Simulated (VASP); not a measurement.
# MgVCl2O (Cm) in VASP: single point with PBE

Aim: the single point of MgVCl2O with PBE.

Everything below comes from runs of VASP 6.6.1. Logs are shortened: lines on timing, memory, paths and dates and some standing lists are left out, and cuts for length are marked.

## (1) The cell of the first run

Symmetry: Cm, No. 8, monoclinic system. Conventional cell: a = 13.241 Å, b = 3.923 Å, c = 4.318 Å, α = 90.00°, β = 108.86°, γ = 90.00°. V (site symmetry m) has 2 O at 2.16 Å and 4 Cl at 2.54 to 2.58 Å and 4 Mg at 2.91 to 2.93 Å within 3.0 Å. Cl (site symmetry m) has 2 V at 2.54 Å and 2 Mg at 2.75 to 2.80 Å and 1 Cl at 3.29 Å and 4 O at 3.35 to 3.38 Å within 3.4 Å. Within 3.4 Å of Cl (site symmetry m) lie 2 V at 2.58 Å and 2 Mg at 2.65 to 2.66 Å and 1 Cl at 3.29 Å and 4 O at 3.33 Å. Mg (site symmetry m) has 2 O at 1.96 Å and 4 Cl at 2.65 to 2.80 Å and 4 V at 2.91 to 2.93 Å within 3.0 Å. O (site symmetry m) has 2 Mg at 1.96 Å and 2 V at 2.16 Å within 2.6 Å.

## (2) Single point, PBE

INCAR

```
SYSTEM = MgVCl2O
PREC = Accurate
ENCUT = 520
EDIFF = 1E-6
ISMEAR = -1
SIGMA = 0.05
LREAL = .False.
LASPH = .True.
NELM = 80
ALGO = Fast
ISIF = 2
LWAVE = .False.
LCHARG = .False.
GGA = PE
NBANDS = 26
```

KPOINTS

```
Automatic mesh
0
Gamma
  7 7 7
  0 0 0
```

POSCAR

```
MgVCl2O
1.0
    6.6203369699     -1.9615760065      0.0000000000
    6.6203369699      1.9615760065      0.0000000000
   -1.3957237544      0.0000000000      4.0863273679
V Cl Mg O
1 2 1 1
Direct
    0.0014305000      0.0014305000      0.9784580000
    0.6302280000      0.6302280000      0.1115470000
    0.3677760000      0.3677760000      0.8464830000
    0.4909220000      0.4909220000      0.4664290000
    0.9960985000      0.9960985000      0.4735920000
```

Potentials or basis: VASP PAW PBE potentials, release 64 (V_sv, Cl, Mg, O).

Command:

```sh
> cat potpaw_PBE.64/V_sv/POTCAR potpaw_PBE.64/Cl/POTCAR potpaw_PBE.64/Mg/POTCAR potpaw_PBE.64/O/POTCAR > POTCAR
> mpirun -np 1 vasp_std > vasp.out
```

OUTCAR:

```text
SYSTEM = MgVCl2O
   PREC = Accurate
   ENCUT = 520
   EDIFF = 1E-6
   ISMEAR = -1
   LREAL = .False.
   LASPH = .True.
   NELM = 80
   ISIF = 2
   GGA = PE

 ion  position               nearest neighbor table
   1  0.001  0.001  0.978-   5 2.16   5 2.16   2 2.54   2 2.54   3 2.58   3 2.58   4 2.91   4 2.91
                             4 2.93   4 2.93
   2  0.630  0.630  0.112-   1 2.54   1 2.54   4 2.75   4 2.80
   3  0.368  0.368  0.846-   1 2.58   1 2.58   4 2.65   4 2.66
   4  0.491  0.491  0.466-   5 1.96   5 1.96   3 2.65   3 2.66   2 2.75   2 2.80   1 2.91   1 2.91
                             1 2.93   1 2.93
   5  0.996  0.996  0.474-   4 1.96   4 1.96   1 2.16   1 2.16

  LATTYP: Found a base centered monoclinic cell.
 ALAT       =    13.2406739398
 B/A-ratio  =     0.2962954930
 C/A-ratio  =     0.3261250072
 COS(beta)  =    -0.3232252480

  Lattice vectors:

 A1 = (   6.6203369699,  -1.9615760065,   0.0000000000)
 A2 = (   6.6203369699,   1.9615760065,   0.0000000000)
 A3 = (  -1.3957237544,   0.0000000000,   4.0863273679)

Analysis of symmetry for initial positions (statically):
=====================================================================
 Subroutine PRICEL returns:
 Original cell was already a primitive cell.

 Routine SETGRP: Setting up the symmetry group for a
 base centered monoclinic supercell.

 Subroutine GETGRP returns: Found  2 space group operations
 (whereof  2 operations were pure point group operations)
 out of a pool of  4 trial point group operations.

The static configuration has the point symmetry C_1h.

Analysis of symmetry for dynamics (positions and initial velocities):
=====================================================================
 Subroutine PRICEL returns:
 Original cell was already a primitive cell.

 Routine SETGRP: Setting up the symmetry group for a
 base centered monoclinic supercell.

 Subroutine GETGRP returns: Found  2 space group operations
 (whereof  2 operations were pure point group operations)
 out of a pool of  4 trial point group operations.

The dynamic configuration has the point symmetry C_1h.

 Subroutine INISYM returns: Found  2 space group operations
 (whereof  2 operations are pure point group operations),
 and found     1 'primitive' translations

----------------------------------------------------------------------------------------

                                     Primitive cell

  volume of cell :     106.1325

  direct lattice vectors                    reciprocal lattice vectors
     6.620336970 -1.961576007  0.000000000     0.075524857 -0.254897082  0.025796229
     6.620336970  1.961576007  0.000000000     0.075524857  0.254897082  0.025796229
    -1.395723754  0.000000000  4.086327368     0.000000000  0.000000000  0.244718523

  length of vectors
     6.904827443  6.904827443  4.318114885     0.267099180  0.267099180  0.244718523

  position of ions in fractional coordinates (direct lattice)
     0.001430500  0.001430500  0.978458000
     0.630228000  0.630228000  0.111547000
     0.367776000  0.367776000  0.846483000
     0.490922000  0.490922000  0.466429000
     0.996098500  0.996098500  0.473592000

  ion indices of the primitive-cell ions
   primitive index   ion index
                 1           1
                 2           2
                 3           3
                 4           4
                 5           5

----------------------------------------------------------------------------------------

 KPOINTS: Automatic mesh

Automatic generation of k-mesh.
 Grid dimensions read from file:
 generate k-points for:    7    7    7

 Generating k-lattice:

  Cartesian coordinates                     Fractional coordinates (reciprocal lattice)
     0.010789265 -0.036413869  0.003685176     0.142857143  0.000000000 -0.000000000
     0.010789265  0.036413869  0.003685176     0.000000000  0.142857143 -0.000000000
     0.000000000  0.000000000  0.034959789     0.000000000  0.000000000  0.142857143

  Length of vectors
     0.038157026  0.038157026  0.034959789

  Shift w.r.t. Gamma in fractional coordinates (k-lattice)
     0.000000000  0.000000000  0.000000000

 Subroutine IBZKPT returns following result:
 ===========================================

 Found    100 irreducible k-points:

 Following reciprocal coordinates:
            Coordinates               Weight
  0.000000  0.000000  0.000000      1.000000
  0.142857  0.000000  0.000000      4.000000
  0.285714  0.000000  0.000000      4.000000
  0.428571  0.000000  0.000000      4.000000
  0.142857  0.142857  0.000000      2.000000
  0.285714  0.142857  0.000000      4.000000
[... 16 lines left out ...]
 -0.142857 -0.000000  0.142857      4.000000
  0.142857  0.142857  0.142857      2.000000
 [... further k-points ...]
   k-points           NKPTS =    100   k-points in BZ     NKDIM =    100   number of bands    NBANDS=     26
   number of dos      NEDOS =    301   number of ions     NIONS =      5
   total plane-waves  NPLWV =  93312
   dimension x,y,z NGX =    54 NGY =   54 NGZ =   32
   dimension x,y,z NGXF=   108 NGYF=  108 NGZF=   64
   ions per type =               1   2   1   1
   NGX,Y,Z   is equivalent  to a cutoff of  13.00, 13.00, 12.32 a.u.
   NGXF,Y,Z  is equivalent  to a cutoff of  26.00, 26.00, 24.64 a.u.
 SYSTEM =  MgVCl2O
   PREC   = accura    normal or accurate (medium, high low for compatibility)
   ISTART =      0    job   : 0-new  1-cont  2-samecut
   ICHARG =      2    charge: 1-file 2-atom 10-const
   ISPIN  =      1    spin polarized calculation?
   LNONCOLLINEAR =      F non collinear calculations
   LSORBIT =      F    spin-orbit coupling
   LASPH  =      T    aspherical Exc in radial PAW
   ENCUT  =  520.0 eV  38.22 Ry    6.18 a.u.  12.84 12.84  8.03*2*pi/ulx,y,z
   NELM   =     80;   NELMIN=  2; NELMDL= -5     # of ELM steps
   EDIFF  = 0.1E-05   stopping-criterion for ELM
   LREAL  =      F    real-space projection
   EDIFFG = 0.1E-04   stopping-criterion for IOM
   NSW    =      0    number of steps for IOM
   IBRION =     -1    ionic relax: 0-MD 1-quasi-New 2-CG
   NFREE  =      0    steps in history (QN), initial steepest desc. (CG)
   ISIF   =      2    stress and relaxation
   ISYM   =      2    0-nonsym 1-usesym 2-fastsym
   POTIM  = 0.5000    time-step for ionic-motion
   TEBEG  =    0.0;   TEEND  =   0.0 temperature during run
   PSTRESS=    0.0 pullay stress
   NELECT =      35.0000    total number of electrons
   NUPDOWN=      -1.0000    fix difference up-down
   EMIN   =  10.00;   EMAX   =-10.00  energy-range for DOS
   EFERMI =   0.00;   METHOD = LEGACY
   ISMEAR =    -1;   SIGMA  =   0.05  broadening in eV -4-tet -1-fermi 0-gaus
   EFERMI_NEDOS =   21; number of points for ismear=-14 and -15
   IALGO  =     68    algorithm
   IMIX   =      4    mixing-type and parameters
     AMIX     =   0.40;   BMIX     =  1.00
     AMIX_MAG =   1.60;   BMIX_MAG =  1.00
  volume/ion in A,a.u.               =      21.23       143.24
  Fermi-wavevector in a.u.,A,eV,Ry     =   1.131049  2.137373 17.405547  1.279272
  Thomas-Fermi vector in A             =   2.267747
   LORBIT       =      0    0 simple, 1 ext, 2 COOP (PROOUT), +10 PAW based schemes
   GGA     = PE    functional components
   LHFCALC =     F    Hartree Fock is set to
   AEXX    =    0.0000 exact exchange contribution
   IVDW    =     0    specifies the selected vdW correction
   LEPSILON=     F    determine dielectric tensor
   LRPA    =     F    only Hartree local field effects (RPA)
 non-spin polarized calculation
 RMM-DIIS sequential band-by-band and
  energy-cutoff  :      520.00
  volume of cell :      106.13
 maximum number of plane-waves:      2878
 NGX is ok and might be reduce to    54
   NGX = 25   NGY = 25   NGZ = 17

 number of electron      34.9999999 magnetization

 Free energy of the ion-electron system (eV)
  ---------------------------------------------------
  ext. energy  EPLUGINS =         0.00000000
  ---------------------------------------------------
  free energy    TOTEN  =       -25.87584032 eV

  energy without entropy =      -25.79940885  energy(sigma->0) =      -25.83762458

 E-fermi :   3.7175     XC(G=0):  -8.3916

 val. band max:        3.7161050967   @ k =  -0.4286   0.2857   0.1429
 cond. band min:       3.7184160666   @ k =   0.4286   0.1429   0.4286
 fundamental gap:      0.0023109699
 Fermi energy:         3.7175435490

 k-point     1 :       0.0000    0.0000    0.0000
  band No.  band energies     occupation
      1     -61.0178      2.00000
      2     -35.0801      2.00000
      3     -34.8731      2.00000
      4     -34.7478      2.00000
      5     -15.7420      2.00000
      6     -13.6118      2.00000
[... 18 lines left out ...]
     25       8.9245      0.00000
     26       9.6285      0.00000

 k-point     2 :       0.1429    0.0000    0.0000
  band No.  band energies     occupation
      1     -61.0177      2.00000
      2     -35.0800      2.00000
      3     -34.8727      2.00000
      4     -34.7503      2.00000
      5     -15.7111      2.00000
      6     -13.5869      2.00000
[... 18 lines left out ...]
     25       9.4947      0.00000
     26       9.7248      0.00000

 k-point     3 :       0.2857    0.0000    0.0000
  band No.  band energies     occupation
      1     -61.0175      2.00000
      2     -35.0797      2.00000
      3     -34.8718      2.00000
      4     -34.7559      2.00000
      5     -15.6404      2.00000
      6     -13.5306      2.00000
[... 572 lines left out ...]
 k-point    23 :      -0.1429   -0.0000    0.1429
  band No.  band energies     occupation
      1     -61.0177      2.00000
      2     -35.0818      2.00000
      3     -34.8727      2.00000
      4     -34.7502      2.00000
      5     -15.6681      2.00000
      6     -13.5863      2.00000
[... 18 lines left out ...]
     25       9.2053      0.00000
     26       9.5476      0.00000

 k-point    24 :       0.1429    0.1429    0.1429
  band No.  band energies     occupation
      1     -61.0177      2.00000
      2     -35.0819      2.00000
      3     -34.8730      2.00000
      4     -34.7478      2.00000
      5     -15.6969      2.00000
      6     -13.5918      2.00000
[... 18 lines left out ...]
     25       8.8976      0.00000
     26       9.4315      0.00000

 [... further k-points ...]

------------------------ aborting loop because EDIFF is reached ----------------------------------------

  FORCE on cell =-STRESS in cart. coord.  units (eV):
  Direction    XX          YY          ZZ          XY          YZ          ZX
  --------------------------------------------------------------------------------------
  -------------------------------------------------------------------------------------
  Total       -1.6302283     -2.1670794     -5.5904515      0.0000000      0.0000000      1.4957350
  in kB      -24.6099437    -32.7142535    -84.3935161      0.0000000      0.0000000     22.5796314
  external PRESSURE =     -47.2392378 kB  Pullay stress =       0.0000000 kB

 VOLUME and BASIS-vectors are now :
 -----------------------------------------------------------------------------
  energy-cutoff  :      520.00
  volume of cell :      106.13
      direct lattice vectors                 reciprocal lattice vectors
     6.620336970 -1.961576007  0.000000000     0.075524857 -0.254897082  0.025796229
     6.620336970  1.961576007  0.000000000     0.075524857  0.254897082  0.025796229
    -1.395723754  0.000000000  4.086327368     0.000000000  0.000000000  0.244718523

 POSITION                                       TOTAL-FORCE (eV/Angst)
 -----------------------------------------------------------------------------------
     -1.34672      0.00000      3.99830        -0.139344      0.000000     -0.053805
      8.18895      0.00000      0.45582        -0.356171      0.000000     -0.142618
      3.68815      0.00000      3.45901         0.307674      0.000000      0.100055
      5.84913      0.00000      1.90598         0.054501      0.000000      0.041293
     12.52801      0.00000      1.93525         0.133340      0.000000      0.055075
 -----------------------------------------------------------------------------------
    total drift:                               -0.000396      0.000000     -0.000949

  FREE ENERGIE OF THE ION-ELECTRON SYSTEM (eV)
  ---------------------------------------------------
  free  energy   TOTEN  =       -25.8758403150 eV

  energy  without entropy=      -25.7994088523  energy(sigma->0) =      -25.83762458
```

It took 10 min on 1 thread of Oxide Virtual Turin-like, shared host; peak memory 0.46 GiB.

What came out:

```yaml
Free_energy: -25.8758 eV
Pressure: -4.7 GPa
Largest_force: 0.384 eV/Å
Band_gap_on_the_k_mesh: zero (an odd number of electrons rules out a gap without spin polarisation)
```

Forces in eV/Å, atoms in the order of the input:
```
V   -0.139  0.000 -0.054
Cl  -0.356  0.000 -0.143
Cl   0.308  0.000  0.100
Mg   0.055  0.000  0.041
O    0.133  0.000  0.055
```

Levels at points of the mesh, in eV from the Fermi level:
```csv
k point,band 13,band 14,band 15,band 16,band 17,band 18,band 19,band 20,band 21,band 22
"(0.00, 0.00, 0.00)",-4.72,-4.40,-4.13,-3.84,-0.57,-0.32,0.11,0.95,1.12,1.25
```

Caveat: the stress differs along the axes, from -8 to -2 GPa; an odd number of electrons without spin polarisation forces a metal; a magnetic or distorted state may lie lower; the run has no spin polarisation, though such a crystal can be magnetic; semilocal functionals often make such compounds metallic where correlation or magnetic order opens a gap, which also shifts bond lengths.
